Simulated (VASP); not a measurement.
Crystal: HfSiO4.

```
Hf Si O
1.0
     3.31612    0.00000    0.00000
     0.00000    3.31612    0.00000
     0.00000    0.00000    5.76900
Hf Si O
1 1 4
Cartesian
  1.6581 1.6581 2.8845
  0.0000 0.0000 0.0000
  1.6581 0.0000 3.8966
  0.0000 1.6581 5.0630
  0.0000 1.6581 1.8724
  1.6581 0.0000 0.7060
```

| Quantity | Value |
| --- | --- |
| Program | VASP 6.6.1 |
| Task | relaxation of cell and atoms |
| Functional | PBEsol |
| Potentials or basis | VASP PAW PBE potentials, release 64 (Hf_pv, Si, O) |
| Cutoff | 600 eV |
| k mesh | 8 × 8 × 4 |
| Occupations | fermi-dirac, width 0.02 eV |
| Spin | no spin polarisation |

At the start: pressure -7.5 GPa; volume 10.57 Å³/atom.

Problem. Where does the relaxation end?

Solution. Over 18 steps the energy falls by 21.2 meV/atom and the volume is 9.84 Å³/atom (-6.9 %); space group P-4m2 (No. 115, to 0.1 Å) before and after.

The path:
```
step  energy change (eV)  largest force (eV/Å)  pressure (GPa)  volume (Å³)
   1              0.0000                0.2283           -7.49        63.44
   2              0.0392                1.1132           11.14        59.01
   3             -0.0485                0.3138           -0.24        61.50
   4             -0.0653                0.2402           -0.08        61.06
   5             -0.0952                0.4471            0.76        59.74
   6             -0.1098                0.3099           -0.05        59.70
   7             -0.1233                0.1017           -2.10        59.58
   8             -0.1243                0.0604           -1.72        59.61
   9             -0.1250                0.1834            1.18        58.82
  10             -0.1267                0.0724           -0.15        59.18
  11             -0.1271                0.0291            0.04        59.09
  12             -0.1271                0.0174            0.06        59.07
  13             -0.1271                0.0162            0.04        59.07
  14             -0.1271                0.0187            0.06        59.06
  15             -0.1271                0.0169            0.09        59.06
  16             -0.1271                0.0133           -0.11        59.09
  17             -0.1271                0.0147           -0.06        59.08
  18             -0.1272                0.0049           -0.03        59.07
```

Final structure:
```yaml
crystal:
  lattice:
    - [3.31256, 0.00000, 0.00000]
    - [0.00000, 3.31256, 0.00000]
    - [0.00000, 0.00000, 5.38287]
  atoms:
    - { symbol: Hf, position: [0.50000, 0.50000, 0.50000] }
    - { symbol: Si, position: [0.00000, 0.00000, 0.00000] }
    - { symbol: O, position: [0.50000, 0.00000, 0.68637] }
    - { symbol: O, position: [0.00000, 0.50000, 0.86015] }
    - { symbol: O, position: [0.00000, 0.50000, 0.31363] }
    - { symbol: O, position: [0.50000, 0.00000, 0.13985] }
```

Caveat: the PAW data sets were made with another functional, which shifts forces and pressure a little.
